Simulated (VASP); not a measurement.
Set up this calculation in VASP 6.6.1, as the native input.

| Property | Result |
| --- | --- |
| Task | single point |
| Functional | LDA |
| Potentials or basis | VASP PAW LDA potentials, release 64 (Sn_d, Se) |
| Cutoff | 520 eV |
| k mesh | 4 × 4 × 4 |
| Occupations | gaussian, width 0.01 eV |
| Spin | no spin polarisation |
| Dipole correction | no |
| Further INCAR settings | ALGO = Normal; EDIFF = 1e-06; NBANDS = 17 |

The structure of SnSe lies in POSCAR:

```
SnSe
1.0
    0.0000000000      3.0100000000      3.0100000000
    3.0100000000      0.0000000000      3.0100000000
    3.0100000000      3.0100000000      0.0000000000
Sn Se
1 1
Direct
    0.0000000000      0.0000000000      0.0000000000
    0.5000000000      0.5000000000      0.5000000000
```

One way to write it, as run:

INCAR

```
PREC     = Accurate       # precision mode
ENCUT    = 520            # plane-wave cutoff, eV
EDIFF    = 1E-6           # SCF threshold, eV
ISMEAR   = 0              # smearing method
SIGMA    = 0.01           # smearing width, eV
LREAL    = F              # projectors in reciprocal space
LASPH    = T              # aspherical terms in the spheres
NELM     = 80             # most SCF steps
ALGO     = Normal         # electronic algorithm
ISIF     = 2              # what is computed and relaxed
LWAVE    = F              # write WAVECAR
LCHARG   = T              # write CHGCAR
LELF     = T              # ELF
LVHAR    = T            
NBANDS   = 17             # bands
```

KPOINTS

```
regular mesh
0
Gamma
  4 4 4
```

Potentials or basis: VASP PAW LDA potentials, release 64 (Sn_d, Se).

Launch:

```bash
$ cat potpaw_LDA.64/Sn_d/POTCAR potpaw_LDA.64/Se/POTCAR > POTCAR
$ mpirun -np 1 vasp_std > vasp.out
```

It gave:

- Pressure: -4.6 GPa
- Band gap on the k mesh: 0.60 eV, direct

Caveat: the k points lie up to 0.45 Å⁻¹ apart; spin-orbit coupling is left out, which moves the levels of the heavy elements.

Wall time 4.5 s on 1 thread of Intel(R) Xeon(R) Platinum 8559C (Emerald Rapids), with other jobs on the host, peak memory 0.15 GiB.
